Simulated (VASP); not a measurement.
Input of a VASP 6.6.1 run:

The input INCAR:

```
SYSTEM = SnSe2
ALGO     = Normal         ! electronic algorithm
EDIFF    = 1E-7           ! SCF threshold, eV
ENCUT    = 520            ! plane-wave cutoff, eV
ISIF     = 2              ! what is computed and relaxed
ISMEAR   = 0              ! smearing method
LASPH    = .TRUE.         ! aspherical terms in the spheres
LCHARG   = .FALSE.        ! write CHGCAR
LREAL    = .FALSE.        ! projectors in reciprocal space
LWAVE    = .FALSE.        ! write WAVECAR
NBANDS   = 20             ! bands
NELM     = 80             ! most SCF steps
PREC     = Accurate       ! precision mode
SIGMA    = 0.05           ! smearing width, eV
```

KPOINTS

```
k-points
0
G
  18 18 10
  0 0 0
```

The input POSCAR:

```
SnSe2
1.0
    3.6560837721      0.0000000000      0.0000000000
   -1.8280418861      3.1662614250      0.0000000000
    0.0000000000      0.0000000000      5.1915182548
Sn Se
1 2
Direct
    0.0000000000      0.0000000000      0.0000000000
    0.3333333333      0.6666666667      0.3041408800
    0.6666666667      0.3333333333      0.6958591200
```

Potentials or basis: VASP PAW LDA potentials, release 64 (Sn_d, Se).

Run with:

```bash
$ cat potpaw_LDA.64/Sn_d/POTCAR potpaw_LDA.64/Se/POTCAR > POTCAR
$ mpirun -np 1 vasp_std > vasp.out
```

(1) Estimate the band gap on the k mesh.

(2) What does it give for the pressure?

(3) Predict the largest force.

## Answers

(1) zero (bands 13 and 14 overlap by 1.32 eV).

(2) 15.4 GPa.

(3) 0.019 eV/Å.

Caveat: the cell stands under pressure; spin-orbit coupling is left out, which moves the levels of the heavy elements.
